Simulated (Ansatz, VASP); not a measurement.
**GaCo in VASP and in Ansatz**

Contents of INCAR:

```
SYSTEM = GaCo
PREC = Accurate ; ENCUT = 520
EDIFF = 1E-7 ; ISMEAR = 0
SIGMA = 0.1 ; LREAL = .FALSE.
LASPH = .TRUE. ; NELM = 150
ALGO = Normal ; ISIF = 2
LWAVE = .FALSE. ; LCHARG = .TRUE.
ISPIN = 2 ; MAGMOM = 0 3
LORBIT = 11 ; LMAXMIX = 4
GGA = PE ; LELF = .TRUE.
LVHAR = .TRUE. ; NBANDS = 22
```

The input KPOINTS:

```
Automatic mesh
0
G
  6 6 6
  0 0 0
```

POSCAR

```
GaCo
1.0
    2.9623646500      0.0000000000      0.0000000000
   -1.4811823250      2.5654830422      0.0000000000
    0.0000000000      0.0000000000      2.8893381988
Ga Co
1 1
Direct
    0.0000000000      0.0000000000      0.0000000000
    0.6666666667      0.3333333333      0.5000000000
```

Input for Ansatz:

```yaml
crystal:
  lattice:
    - [2.96236465, 0.0, 0.0]
    - [-1.481182325, 2.5654830422, 0.0]
    - [0.0, 0.0, 2.8893381988]
  atoms:
    - { symbol: Ga, position: [0.0, 0.0, 0.0] }
    - { symbol: Co, position: [0.6666666667, 0.3333333333, 0.5], spin: 3.0 }
basis:
  ecutwfc: 420
kpoints:
  mp_grid: { grid: [6, 6, 6] }
hamiltonian:
  xc: pbe
scf:
  occupations: { method: gaussian, width: 0.1 }
  lower_state_search: "off"
output:
  forces: true
  stress: true
  eigenvalues: true
  populations: true
magnetization:
  spin_polarized: true
```

Alike in both runs: task single point; functional PBE; k mesh 6 × 6 × 6; occupations gaussian, width 0.1 eV; collinear spin.

|  | VASP | Ansatz |
| --- | --- | --- |
| version | VASP 6.6.1 | Ansatz 0.2.0 |
| potentials or method | VASP PAW PBE potentials, release 64 (Ga_d, Co), cutoff 520 eV | scalar-relativistic, plane waves, PAW |
| valence electrons in the cell | 22 | 30 |

|  | VASP | Ansatz | Ansatz less VASP |
| --- | --- | --- | --- |
| gap on the k mesh at the Fermi level (eV) | none | none | - |
| net moment per atom (μB) | 0.14 | 0.14 | +0.001 |

A gap of «none» marks a metal or a gap that the smearing closes. VASP's potentials hold 22 valence electrons a cell and Ansatz's 30, so a difference there can come from the potentials and not from the codes. Ansatz's warnings: seeded moment not kept.

The k mesh is coarse, so the values compare programs but aren't converged.
